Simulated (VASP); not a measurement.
# Zn4CdAs3 (P4/mmm) in VASP: notebook

The runs below take Zn4CdAs3 through single point, with r2SCAN.

Everything below comes from runs of VASP 6.6.1. Logs are shortened: lines on timing, memory, paths and dates and some standing lists are left out, and cuts for length are marked.

## (1) The cell of the first run

It takes space group P4/mmm (No. 123, tetragonal). Conventional cell: a = 4.048 Å, b = 4.048 Å, c = 9.883 Å, α = 90.00°, β = 90.00°, γ = 90.00°. Cd (site symmetry 4/mmm) has 8 As at 3.38 Å and 8 Zn at 3.84 Å and 4 Cd at 4.05 Å within 4.4 Å. Within 3.4 Å of Zn (site symmetry 2mm) lie 4 As at 2.50 to 2.63 Å and 5 Zn at 2.86 to 3.36 Å. Within 3.4 Å of As (site symmetry 4mm) lie 4 Zn at 2.50 Å and 4 Cd at 3.38 Å. As (site symmetry 4/mmm) has 8 Zn at 2.63 Å within 3.5 Å.

## (2) Single point, r2SCAN

File POSCAR:

```
Zn4CdAs3
1.0
    4.0475855371      0.0000000000      0.0000000000
    0.0000000000      4.0475855371      0.0000000000
    0.0000000000      0.0000000000      9.8829056070
Cd Zn As
1 4 3
Direct
    0.0000000000      0.0000000000      0.5000000000
    0.0000000000      0.5000000000      0.1697544269
    0.5000000000      0.0000000000      0.1697544269
    0.0000000000      0.5000000000      0.8302455731
    0.5000000000      0.0000000000      0.8302455731
    0.5000000000      0.5000000000      0.3177100510
    0.5000000000      0.5000000000      0.6822899490
    0.0000000000      0.0000000000      0.0000000000
```

File INCAR.step1:

```
SYSTEM = Zn4CdAs3
PREC = Accurate ; ENCUT = 520
ISMEAR = 0 ; SIGMA = 0.0125
LREAL = .FALSE. ; LASPH = .TRUE.
NELM = 80 ; NBANDS = 48
GGA = PE ; ALGO = Normal
EDIFF = 1E-4 ; LWAVE = .TRUE.
LCHARG = .FALSE.
```

File INCAR.step2:

```
SYSTEM = Zn4CdAs3
PREC = Accurate ; ENCUT = 520
EDIFF = 1E-7 ; ISMEAR = 0
SIGMA = 0.0125 ; LREAL = .FALSE.
LASPH = .TRUE. ; NELM = 80
ALGO = Normal ; ISIF = 2
LWAVE = .FALSE. ; LCHARG = .FALSE.
METAGGA = R2SCAN ; LMIXTAU = .TRUE.
NBANDS = 48 ; ISTART = 1
```

File KPOINTS:

```
Automatic mesh
0
Gamma
  5 5 2
  0.5 0.5 0.5
```

Potentials or basis: VASP PAW PBE potentials, release 64 (Cd, Zn, As).

The run is started by

```sh
$ cat potpaw_PBE.64/Cd/POTCAR potpaw_PBE.64/Zn/POTCAR potpaw_PBE.64/As/POTCAR > POTCAR
$ cp INCAR.step1 INCAR
$ mpirun -np 1 vasp_std > vasp.out
$ cp INCAR.step2 INCAR
$ mpirun -np 1 vasp_std > vasp.out
```

OUTCAR:

```text
SYSTEM = Zn4CdAs3
   PREC = Accurate
   ENCUT = 520
   EDIFF = 1E-7
   ISMEAR = 0
   LREAL = .FALSE.
   LASPH = .TRUE.
   NELM = 80
   ISIF = 2
   METAGGA = R2SCAN
   ISTART = 1

 ion  position               nearest neighbor table
   1  0.000  0.000  0.500-
   2  0.000  0.500  0.170-   6 2.50   6 2.50   8 2.63   8 2.63   3 2.86   3 2.86   3 2.86   3 2.86

   3  0.500  0.000  0.170-   6 2.50   6 2.50   8 2.63   8 2.63   2 2.86   2 2.86   2 2.86   2 2.86

   4  0.000  0.500  0.830-   7 2.50   7 2.50   8 2.63   8 2.63   5 2.86   5 2.86   5 2.86   5 2.86

   5  0.500  0.000  0.830-   7 2.50   7 2.50   8 2.63   8 2.63   4 2.86   4 2.86   4 2.86   4 2.86

   6  0.500  0.500  0.318-   2 2.50   3 2.50   3 2.50   2 2.50
   7  0.500  0.500  0.682-   4 2.50   5 2.50   5 2.50   4 2.50
   8  0.000  0.000  0.000-   2 2.63   3 2.63   4 2.63   5 2.63   2 2.63   4 2.63   3 2.63   5 2.63

  LATTYP: Found a simple tetragonal cell.
 ALAT       =     4.0475855371
 C/A-ratio  =     2.4416792471

  Lattice vectors:

 A1 = (   4.0475855371,   0.0000000000,   0.0000000000)
 A2 = (   0.0000000000,   4.0475855371,   0.0000000000)
 A3 = (   0.0000000000,   0.0000000000,   9.8829056070)

Analysis of symmetry for initial positions (statically):
=====================================================================
 Subroutine PRICEL returns:
 Original cell was already a primitive cell.

 Routine SETGRP: Setting up the symmetry group for a
 simple tetragonal supercell.

 Subroutine GETGRP returns: Found 16 space group operations
 (whereof 16 operations were pure point group operations)
 out of a pool of 16 trial point group operations.

The static configuration has the point symmetry D_4h.

Analysis of symmetry for dynamics (positions and initial velocities):
=====================================================================
 Subroutine PRICEL returns:
 Original cell was already a primitive cell.

 Routine SETGRP: Setting up the symmetry group for a
 simple tetragonal supercell.

 Subroutine GETGRP returns: Found 16 space group operations
 (whereof 16 operations were pure point group operations)
 out of a pool of 16 trial point group operations.

The dynamic configuration has the point symmetry D_4h.

 Subroutine INISYM returns: Found 16 space group operations
 (whereof 16 operations are pure point group operations),
 and found     1 'primitive' translations

----------------------------------------------------------------------------------------

[... 91 lines left out ...]
   ISIF   =      2    stress and relaxation
   ISYM   =      2    0-nonsym 1-usesym 2-fastsym
   POTIM  = 0.5000    time-step for ionic-motion
   TEBEG  =    0.0;   TEEND  =   0.0 temperature during run
   PSTRESS=    0.0 pullay stress
   NELECT =      75.0000    total number of electrons
   NUPDOWN=      -1.0000    fix difference up-down
   EMIN   =  10.00;   EMAX   =-10.00  energy-range for DOS
   EFERMI =   0.00;   METHOD = LEGACY
   ISMEAR =     0;   SIGMA  =   0.01  broadening in eV -4-tet -1-fermi 0-gaus
   EFERMI_NEDOS =   21; number of points for ismear=-14 and -15
   IALGO  =     38    algorithm
   IMIX   =      4    mixing-type and parameters
     AMIX     =   0.40;   BMIX     =  1.00
     AMIX_MAG =   1.60;   BMIX_MAG =  1.00
  volume/ion in A,a.u.               =      20.24       136.58
  Fermi-wavevector in a.u.,A,eV,Ry     =   1.266688  2.393693 21.830530  1.604499
  Thomas-Fermi vector in A             =   2.399876
   LORBIT       =      0    0 simple, 1 ext, 2 COOP (PROOUT), +10 PAW based schemes
   METAGGA = R2SCAN    functional components
   LHFCALC =     F    Hartree Fock is set to
   AEXX    =    0.0000 exact exchange contribution
   IVDW    =     0    specifies the selected vdW correction
   LEPSILON=     F    determine dielectric tensor
   LRPA    =     F    only Hartree local field effects (RPA)
 non-spin polarized calculation
 Gauss-broadening in eV      SIGMA  =   0.01
  energy-cutoff  :      520.00
  volume of cell :      161.91
 maximum number of plane-waves:      4370
   NGX = 15   NGY = 15   NGZ = 37

 number of electron      75.0000066 magnetization

 Free energy of the ion-electron system (eV)
  ---------------------------------------------------
  ext. energy  EPLUGINS =         0.00000000
  ---------------------------------------------------
  free energy    TOTEN  =      -100.31979726 eV

  energy without entropy =     -100.31921502  energy(sigma->0) =     -100.31950614

 E-fermi :   2.8491     XC(G=0): -10.7990

 val. band max:        2.8389813868   @ k =   0.3000   0.3000   0.2500
 cond. band min:       3.2785298222   @ k =   0.3000   0.1000   0.2500
 fundamental gap:      0.4395484354
 Fermi energy:         2.8491491349

 k-point     1 :       0.1000    0.1000    0.2500
  band No.  band energies     occupation
      1     -10.1635      2.00000
      2      -9.2448      2.00000
      3      -8.7126      2.00000
      4      -5.6800      2.00000
      5      -5.6750      2.00000
      6      -5.6227      2.00000
[... 295 lines left out ...]
     47       9.8923      0.00000
     48       9.8923      0.00000

------------------------ aborting loop because EDIFF is reached ----------------------------------------

  FORCE on cell =-STRESS in cart. coord.  units (eV):
  Direction    XX          YY          ZZ          XY          YZ          ZX
  --------------------------------------------------------------------------------------
  -------------------------------------------------------------------------------------
  Total        0.2781938      0.2781938      0.1780839      0.0000000      0.0000000      0.0000000
  in kB        2.7528421      2.7528421      1.7622134      0.0000000      0.0000000      0.0000000
  external PRESSURE =       2.4226325 kB  Pullay stress =       0.0000000 kB

 VOLUME and BASIS-vectors are now :
 -----------------------------------------------------------------------------
  energy-cutoff  :      520.00
  volume of cell :      161.91
      direct lattice vectors                 reciprocal lattice vectors
     4.047585537  0.000000000  0.000000000     0.247060869  0.000000000  0.000000000
     0.000000000  4.047585537  0.000000000     0.000000000  0.247060869  0.000000000
     0.000000000  0.000000000  9.882905607     0.000000000  0.000000000  0.101184817

 POSITION                                       TOTAL-FORCE (eV/Angst)
 -----------------------------------------------------------------------------------
      0.00000      0.00000      4.94145         0.000000      0.000000     -0.000000
      0.00000      2.02379      1.67767         0.000000      0.000000      0.025703
      2.02379      0.00000      1.67767         0.000000      0.000000      0.025703
      0.00000      2.02379      8.20524         0.000000      0.000000     -0.025703
      2.02379      0.00000      8.20524         0.000000      0.000000     -0.025703
      2.02379      2.02379      3.13990        -0.000000     -0.000000      0.022621
      2.02379      2.02379      6.74301         0.000000     -0.000000     -0.022621
      0.00000      0.00000      0.00000         0.000000      0.000000     -0.000000
 -----------------------------------------------------------------------------------
    total drift:                                0.000000      0.000000      0.000000

  FREE ENERGIE OF THE ION-ELECTRON SYSTEM (eV)
  ---------------------------------------------------
  free  energy   TOTEN  =      -100.3197972613 eV

  energy  without entropy=     -100.3192150196  energy(sigma->0) =     -100.31950614
```

Wall time 2.3 min (1 thread of Intel Xeon 6975P-C (Granite Rapids), shared host); peak memory 0.3 GiB.

What came out:

```
Free energy            : -100.3198 eV
Pressure               : 0.2 GPa
Largest force          : 0.026 eV/Å
Band gap on the k mesh : zero (an odd number of electrons rules out a gap without spin polarisation)
```

Forces on the atoms (eV/Å):
```
Cd   0.000  0.000  0.000
Zn   0.000  0.000  0.026
Zn   0.000  0.000  0.026
Zn   0.000  0.000 -0.026
Zn   0.000  0.000 -0.026
As   0.000  0.000  0.023
As   0.000  0.000 -0.023
As   0.000  0.000  0.000
```

Caveat: the PAW data sets were made with another functional, which shifts forces and pressure a little.

## (3) Single point, r2SCAN

This run uses another cell than the first one, of 20.59 Å³/atom.

File POSCAR:

```
Zn4CdAs3
1.0
    4.0448097066      0.0000000000      0.0000000000
    0.0000000000      4.0448097066      0.0000000000
    0.0000000000      0.0000000000     10.0680230052
Cd Zn As
1 4 3
Direct
    0.0000000000      0.0000000000      0.5000000000
    0.0000000000      0.5000000000      0.1680476273
    0.5000000000      0.0000000000      0.1680476273
    0.0000000000      0.5000000000      0.8319523727
    0.5000000000      0.0000000000      0.8319523727
    0.5000000000      0.5000000000      0.3134218459
    0.5000000000      0.5000000000      0.6865781541
    0.0000000000      0.0000000000      0.0000000000
```

File INCAR.step1:

```
ALGO     = Normal         # electronic algorithm
EDIFF    = 1E-4           # SCF threshold, eV
ENCUT    = 520            # plane-wave cutoff, eV
GGA      = PE             # functional
ISMEAR   = -4             # smearing method
LASPH    = True           # aspherical terms in the spheres
LCHARG   = False          # write CHGCAR
LREAL    = False          # projectors in reciprocal space
LWAVE    = True           # write WAVECAR
NBANDS   = 48             # bands
NELM     = 100            # most SCF steps
PREC     = Accurate       # precision mode
SIGMA    = 0.1            # smearing width, eV
```

File INCAR.step2:

```
ALGO     = Normal         # electronic algorithm
EDIFF    = 1E-6           # SCF threshold, eV
ENCUT    = 520            # plane-wave cutoff, eV
ISIF     = 2              # what is computed and relaxed
ISMEAR   = -4             # smearing method
ISTART   = 1            
LASPH    = True           # aspherical terms in the spheres
LCHARG   = True           # write CHGCAR
LELF     = True           # ELF
LMIXTAU  = True         
LREAL    = False          # projectors in reciprocal space
LVHAR    = True         
LWAVE    = False          # write WAVECAR
METAGGA  = R2SCAN         # meta-GGA
NBANDS   = 48             # bands
NELM     = 100            # most SCF steps
PREC     = Accurate       # precision mode
SIGMA    = 0.1            # smearing width, eV
```

File KPOINTS:

```
k-points
0
Gamma
  5 5 2
```

Potentials or basis: VASP PAW PBE potentials, release 64 (Cd, Zn, As).

The run is started by

```sh
$ cat potpaw_PBE.64/Cd/POTCAR potpaw_PBE.64/Zn/POTCAR potpaw_PBE.64/As/POTCAR > POTCAR
$ cp INCAR.step1 INCAR
$ mpirun -np 1 vasp_std > vasp.out
$ cp INCAR.step2 INCAR
$ mpirun -np 1 vasp_std > vasp.out
```

Wall time 3.1 min (1 thread of Intel Xeon 6975P-C (Granite Rapids), shared host); peak memory 0.32 GiB.

The run converged. Its results:

- Free energy: -99.9914 eV
- Pressure: 0.3 GPa
- Largest force: 0.017 eV/Å
- Band gap on the k mesh: zero (an odd number of electrons rules out a gap without spin polarisation)

Forces on the atoms (eV/Å):
```
Cd   0.000  0.000  0.000
Zn   0.000  0.000  0.009
Zn   0.000  0.000  0.009
Zn   0.000  0.000 -0.009
Zn   0.000  0.000 -0.009
As   0.000  0.000  0.017
As   0.000  0.000 -0.017
As   0.000  0.000  0.000
```

Levels at points of the mesh, in eV from the Fermi level:
```tsv
k point	band 34	band 35	band 36	band 37	band 38	band 39	band 40	band 41	band 42	band 43
(0.00, 0.00, 0.00)	-1.22	-0.72	-0.14	-0.03	-0.03	0.88	1.91	2.35	2.51	4.07
(0.00, 0.00, 0.50)	-1.45	-1.45	0.26	0.26	0.79	0.88	1.79	2.30	2.38	3.91
```

Caveat: the PAW data sets were made with another functional, which shifts forces and pressure a little.

## (4) Single point, r2SCAN

This run uses another cell than the first one, of 20.73 Å³/atom.

File POSCAR:

```
Zn4CdAs3
1.0
    4.0268780724      0.0000000000      0.0000000000
    0.0000000000      4.0268780724      0.0000000000
    0.0000000000      0.0000000000     10.2294508955
Cd Zn As
1 4 3
Direct
    0.0000000000      0.0000000000      0.5000000000
    0.0000000000      0.5000000000      0.1671520064
    0.5000000000      0.0000000000      0.1671520064
    0.0000000000      0.5000000000      0.8328479936
    0.5000000000      0.0000000000      0.8328479936
    0.5000000000      0.5000000000      0.3102575104
    0.5000000000      0.5000000000      0.6897424896
    0.0000000000      0.0000000000      0.0000000000
```

File INCAR.step1:

```
SYSTEM = Zn4CdAs3
ALGO = Normal
EDIFF = 1E-4
ENCUT = 520
GGA = PE
ISMEAR = 0
LASPH = .True.
LCHARG = .False.
LREAL = .False.
LWAVE = .True.
NBANDS = 48
NELM = 60
PREC = Accurate
SIGMA = 0.0125
```

File INCAR.step2:

```
SYSTEM = Zn4CdAs3
ALGO = Normal
EDIFF = 1E-7
ENCUT = 520
ISIF = 2
ISMEAR = 0
ISTART = 1
LASPH = .True.
LCHARG = .False.
LMIXTAU = .True.
LREAL = .False.
LWAVE = .False.
METAGGA = R2SCAN
NBANDS = 48
NELM = 60
PREC = Accurate
SIGMA = 0.0125
```

File KPOINTS:

```
k-points
0
Gamma
  5 5 2
  0 0 0
```

The run is started by

```sh
$ cat potpaw_PBE.64/Cd/POTCAR potpaw_PBE.64/Zn/POTCAR potpaw_PBE.64/As/POTCAR > POTCAR
$ cp INCAR.step1 INCAR
$ mpirun -np 1 vasp_std > vasp.out
$ cp INCAR.step2 INCAR
$ mpirun -np 1 vasp_std > vasp.out
```

Run time: 3.2 min. Hardware: 1 thread of Intel Xeon 6975P-C (Granite Rapids), shared host; peak memory 0.32 GiB.

The run converged. Its results:

```yaml
Free_energy: -100.0611 eV
Pressure: 0.2 GPa
Largest_force: 0.027 eV/Å
Band_gap_on_the_k_mesh: zero (an odd number of electrons rules out a gap without spin polarisation)
```

Forces on the atoms (eV/Å):
```
Cd   0.000  0.000  0.000
Zn   0.000  0.000  0.025
Zn   0.000  0.000  0.025
Zn   0.000  0.000 -0.025
Zn   0.000  0.000 -0.025
As   0.000  0.000  0.027
As   0.000  0.000 -0.027
As   0.000  0.000  0.000
```

Levels at points of the mesh, in eV from the Fermi level:
```tsv
k point	band 34	band 35	band 36	band 37	band 38	band 39	band 40	band 41
(0.00, 0.00, 0.00)	-1.21	-0.68	-0.27	0.01	0.01	0.96	1.98	2.42
(0.00, 0.00, 0.50)	-1.41	-1.41	0.25	0.25	0.88	0.97	1.88	2.32
```

Caveat: the PAW data sets were made with another functional, which shifts forces and pressure a little.

## (5) Summary

| cell | k mesh | smearing | gap on the mesh (eV) | pressure (GPa) | largest force (eV/Å) |
| --- | --- | --- | --- | --- | --- |
| a = 4.048, b = 4.048, c = 9.883 Å, 8 atoms, atomic positions A | 5 × 5 × 2, shifted | gaussian 0.0125 eV | none | 0.2 | 0.03 |
| a = 4.045, b = 4.045, c = 10.068 Å, 8 atoms, atomic positions B | 5 × 5 × 2 | tetrahedron | none | 0.3 | 0.02 |
| a = 4.027, b = 4.027, c = 10.229 Å, 8 atoms, atomic positions C | 5 × 5 × 2 | gaussian 0.0125 eV | none | 0.2 | 0.03 |

Alike in all rows: task single point; level r2SCAN; potentials or basis VASP PAW PBE potentials, release 64 (Cd, Zn, As); no spin polarisation; cutoff (eV) 520.

Caveats: the PAW data sets were made with another functional, which shifts forces and pressure a little.

Total energies depend on the potentials used, so only differences within one code and one set of settings carry meaning.
